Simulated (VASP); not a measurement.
# ZrB2 (P6/mmm) in VASP: a series of runs

The runs below take ZrB2 through elastic constants, with PBEsol.

Program: VASP 6.6.1. These are calculated values, not measurements. Logs are shortened: lines on timing, memory, paths and dates and some standing lists are left out, and cuts for length are marked.

### Step 1. The cell of the first run

It takes space group P6/mmm (No. 191, hexagonal). The conventional cell has a = 3.118 Å, b = 3.118 Å, c = 3.458 Å, α = 90.00°, β = 90.00°, γ = 120.00°. Zr (site symmetry 6/mmm) has 12 B at 2.50 Å and 6 Zr at 3.12 Å within 3.3 Å. B (site symmetry -6m2) has 3 B at 1.80 Å within 2.4 Å.

### Step 2. Elastic constants, PBEsol

File INCAR:

```
SYSTEM = ZrB2
PREC = Accurate
ENCUT = 600
EDIFF = 1E-8
ISMEAR = -1
SIGMA = 0.1
LREAL = .False.
LASPH = .True.
NELM = 100
ALGO = Normal
ISIF = 3
LWAVE = .False.
LCHARG = .False.
GGA = PS
IBRION = 6
NFREE = 2
POTIM = 0.015
NSW = 1
```

File KPOINTS:

```
regular mesh
0
Gamma
  16 16 12
  0 0 0
```

File POSCAR:

```
ZrB2
1.0
    3.1183201305      0.0000000000      0.0000000000
   -1.5591600652      2.7005444501      0.0000000000
    0.0000000000      0.0000000000      3.4583658780
Zr B
1 2
Direct
    0.0000000000      0.0000000000      0.0000000000
    0.3333333333      0.6666666667      0.5000000000
    0.6666666667      0.3333333333      0.5000000000
```

Potentials or basis: VASP PAW PBE potentials, release 64 (Zr_sv, B).

On the command line:

```
$ cat potpaw_PBE.64/Zr_sv/POTCAR potpaw_PBE.64/B/POTCAR > POTCAR
$ mpirun -np 1 vasp_std > vasp.out
```

OUTCAR:

```text
SYSTEM = ZrB2
   PREC = Accurate
   ENCUT = 600
   EDIFF = 1E-8
   ISMEAR = -1
   LREAL = .False.
   LASPH = .True.
   NELM = 100
   ISIF = 3
   GGA = PS
   IBRION = 6
   NFREE = 2
   POTIM = 0.015
   NSW = 1

 ion  position               nearest neighbor table
   1  0.000  0.000  0.000-   2 2.50   3 2.50   2 2.50   3 2.50   2 2.50   2 2.50   3 2.50   3 2.50
                             3 2.50   3 2.50   2 2.50   2 2.50
   2  0.333  0.667  0.500-   3 1.80   3 1.80   3 1.80   1 2.50   1 2.50   1 2.50   1 2.50   1 2.50
                             1 2.50
   3  0.667  0.333  0.500-   2 1.80   2 1.80   2 1.80   1 2.50   1 2.50   1 2.50   1 2.50   1 2.50
                             1 2.50

  LATTYP: Found a hexagonal cell.
 ALAT       =     3.1183201305
 C/A-ratio  =     1.1090477351

  Lattice vectors:

 A1 = (   3.1183201305,   0.0000000000,   0.0000000000)
 A2 = (  -1.5591600652,   2.7005444501,   0.0000000000)
 A3 = (   0.0000000000,   0.0000000000,   3.4583658780)

Analysis of symmetry for initial positions (statically):
=====================================================================
 Subroutine PRICEL returns:
 Original cell was already a primitive cell.

 Routine SETGRP: Setting up the symmetry group for a
 hexagonal supercell.

 Subroutine GETGRP returns: Found 24 space group operations
 (whereof 24 operations were pure point group operations)
 out of a pool of 24 trial point group operations.

The static configuration has the point symmetry D_6h.

Analysis of symmetry for dynamics (positions and initial velocities):
=====================================================================
 Subroutine PRICEL returns:
 Original cell was already a primitive cell.

 Routine SETGRP: Setting up the symmetry group for a
 hexagonal supercell.

 Subroutine GETGRP returns: Found 24 space group operations
 (whereof 24 operations were pure point group operations)
 out of a pool of 24 trial point group operations.

[... 726 lines left out ...]
      2     -15.7798      2.00000
      3     -15.3546      2.00000
      4     -15.2709      2.00000
      5       0.7116      2.00000
      6       4.5383      2.00000
      7       6.1531      2.00000
      8       7.4424      2.00000
      9      10.6257      1.96663
     10      11.1510      0.47139
     11      12.3638      0.00000
     12      16.7445      0.00000
     13      17.7076      0.00000

 [... further k-points ...]
[... 5 lines left out ...]
  --------------------------------------------------------------------------------------
  -------------------------------------------------------------------------------------
  Total        1.8889303      1.8889303      1.8891755      0.0000000      0.0000000     -0.0000000
  in kB      103.9162727    103.9162727    103.9297607      0.0000000      0.0000000     -0.0000000
  external PRESSURE =     103.9207687 kB  Pullay stress =       0.0000000 kB
[... 18 lines left out ...]
  FREE ENERGIE OF THE ION-ELECTRON SYSTEM (eV)
  ---------------------------------------------------
  free  energy   TOTEN  =       -26.3710006513 eV

  energy  without entropy=      -26.3629683614  energy(sigma->0) =      -26.36698451

 INTERNAL STRAIN TENSORS FROM STRAINED CELLS
 ============================================

 INTERNAL STRAIN TENSOR FOR ION    1 for displacements in x,y,z  (eV/Angst):
          X           Y           Z          XY          YZ          ZX
  --------------------------------------------------------------------------------
  x    -0.00000     0.00000    -0.00000     0.00000     0.00000    -0.00000
  y     0.00000     0.00000     0.00000     0.00000     0.00000     0.00000
  z     0.00000     0.00000    -0.00000     0.00000     0.00000     0.00000

 INTERNAL STRAIN TENSORS FROM DISPLACED ATOMS
 ============================================

 INTERNAL STRAIN TENSOR FOR ION    1 for displacements in x,y,z  (eV/Angst):
          X           Y           Z          XY          YZ          ZX
  --------------------------------------------------------------------------------
  x     0.00000     0.00000     0.00000     0.00000     0.00000     0.00000
  y     0.00000     0.00000     0.00000     0.00000     0.00000     0.00000
  z     0.00000     0.00000     0.00000     0.00000     0.00000     0.00000

 INTERNAL STRAIN TENSOR FOR ION    3 for displacements in x,y,z  (eV/Angst):
          X           Y           Z          XY          YZ          ZX
  --------------------------------------------------------------------------------
  x    -0.00000     0.00000     0.00000    -1.01676     0.00000     0.00000
  y    -1.01676     1.01676     0.00000     0.00000     0.00000     0.00000
  z     0.00000     0.00000     0.00000     0.00000     0.00000     0.00000

 Eigenvectors and eigenvalues of the dynamical matrix
 ----------------------------------------------------

   1 f  =   24.891993 THz   156.401002 2PiTHz  830.307497 cm-1   102.944963 meV
             X         Y         Z           dx          dy          dz
      0.000000  0.000000  0.000000    -0.000000   -0.000000   -0.000000
     -0.000000  1.800363  1.729183    -0.646582   -0.286238    0.000000
      1.559160  0.900181  1.729183     0.646582    0.286238   -0.000000
[... 43 lines left out ...]
   9 f/i=    0.002193 THz     0.013779 2PiTHz    0.073150 cm-1     0.009069 meV
             X         Y         Z           dx          dy          dz
      0.000000  0.000000  0.000000    -0.000000   -0.000000   -0.899045
     -0.000000  1.800363  1.729183    -0.000000   -0.000000   -0.309611
      1.559160  0.900181  1.729183    -0.000000   -0.000000   -0.309611

--------------------------------------------------------------------------------------------------------

 ELASTIC MODULI CONTR FROM IONIC RELAXATION (kBar)
 Direction    XX          YY          ZZ          XY          YZ          ZX
 --------------------------------------------------------------------------------
 XX          -4.1501      4.1501      0.0000     -0.0000      0.0000     -0.0000
 YY           4.1501     -4.1501      0.0000     -0.0000      0.0000      0.0000
 ZZ           0.0000      0.0000      0.0000      0.0000      0.0000      0.0000
 XY          -0.0000     -0.0000      0.0000     -4.1501      0.0000      0.0000
 YZ           0.0000      0.0000      0.0000      0.0000      0.0000      0.0000
 ZX          -0.0000      0.0000      0.0000      0.0000      0.0000     -0.0000
 --------------------------------------------------------------------------------

 TOTAL ELASTIC MODULI (kBar)
 Direction    XX          YY          ZZ          XY          YZ          ZX
 --------------------------------------------------------------------------------
 XX        6446.9596    623.4441   1516.3526      0.0000      0.0000      0.0000
 YY         623.4441   6446.9596   1516.3526      0.0000     -0.0000      0.0000
 ZZ        1516.3526   1516.3526   5018.1384      0.0000      0.0000     -0.0000
 XY           0.0000      0.0000      0.0000   2911.7577      0.0000      0.0000
 YZ           0.0000     -0.0000      0.0000      0.0000   2980.5505      0.0000
 ZX           0.0000      0.0000     -0.0000      0.0000      0.0000   2980.5509
 --------------------------------------------------------------------------------
```

It took 76 min on 1 thread of Oxide Virtual Turin-like, shared host; peak memory 0.8 GiB.

What came out:

* Voigt bulk modulus: 280 GPa
* Highest phonon frequency at Γ: 830 cm⁻¹

Phonon frequencies in cm⁻¹ (negative: imaginary):
```csv
q point,frequencies
"(0.000, 0.000, 0.000)",0 0 0 486 486 516 588 830 830
```

Elastic tensor in Voigt notation (GPa, in the Cartesian axes of the cell as first typed):
```
645  62 152   0   0   0
 62 645 152   0   0   0
152 152 502   0   0   0
  0   0   0 298   0   0
  0   0   0   0 298   0
  0   0   0   0   0 291
```

Clamped-ion elastic tensor (GPa):
```
645  62 152   0   0   0
 62 645 152   0   0   0
152 152 502   0   0   0
  0   0   0 298   0   0
  0   0   0   0 298   0
  0   0   0   0   0 292
```

Caveat: the cell is under stress, which shifts elastic constants; the PAW data sets were made with another functional, which shifts forces and pressure a little.

### Step 3. Elastic constants, PBEsol

This run uses another cell than the first one, of 10.00 Å³/atom.

File INCAR:

```
SYSTEM = ZrB2
PREC     = Accurate       ! precision mode
ENCUT    = 600            ! plane-wave cutoff, eV
EDIFF    = 1E-8           ! SCF threshold, eV
ISMEAR   = -1             ! smearing method
SIGMA    = 0.1            ! smearing width, eV
LREAL    = .FALSE.        ! projectors in reciprocal space
LASPH    = .TRUE.         ! aspherical terms in the spheres
NELM     = 80             ! most SCF steps
ALGO     = Normal         ! electronic algorithm
ISIF     = 3              ! what is computed and relaxed
LWAVE    = .FALSE.        ! write WAVECAR
LCHARG   = .FALSE.        ! write CHGCAR
GGA      = PS             ! functional
NBANDS   = 16             ! bands
IBRION   = 6              ! ionic algorithm
NFREE    = 2            
POTIM    = 0.015          ! step
NSW      = 1              ! ionic steps
```

File KPOINTS:

```
regular mesh
0
G
  16 16 12
  0 0 0
```

File POSCAR:

```
ZrB2
1.0
    3.1475153291      0.0000000000      0.0000000000
   -1.5737576645      2.7258282338      0.0000000000
    0.0000000000      0.0000000000      3.4959734948
Zr B
1 2
Direct
    0.0000000000      0.0000000000      0.0000000000
    0.3333333333      0.6666666667      0.5000000000
    0.6666666667      0.3333333333      0.5000000000
```

Potentials or basis: VASP PAW PBE potentials, release 64 (Zr_sv, B).

On the command line:

```
$ cat potpaw_PBE.64/Zr_sv/POTCAR potpaw_PBE.64/B/POTCAR > POTCAR
$ mpirun -np 1 vasp_std > vasp.out
```

It took 68 min on 1 thread of Oxide Virtual Turin-like, shared host; peak memory 0.89 GiB.

It converged, with:

```
Voigt bulk modulus            : 258 GPa
Highest phonon frequency at Γ : 797 cm⁻¹
```

Phonon frequencies in cm⁻¹ (negative: imaginary):
| q point | frequencies |
| --- | --- |
| (0.000, 0.000, 0.000) | 0 0 0 467 467 489 568 797 797 |

Elastic tensor in Voigt notation (GPa, in the Cartesian axes of the cell as first typed):
```
601  57 134   0   0   0
 57 601 134   0   0   0
134 134 464   0   0   0
  0   0   0 274   0   0
  0   0   0   0 274   0
  0   0   0   0   0 272
```

Clamped-ion elastic tensor (GPa):
```
602  56 134   0   0   0
 56 602 134   0   0   0
134 134 464   0   0   0
  0   0   0 274   0   0
  0   0   0   0 274   0
  0   0   0   0   0 273
```

Caveat: the cell is under stress, which shifts elastic constants; the PAW data sets were made with another functional, which shifts forces and pressure a little.
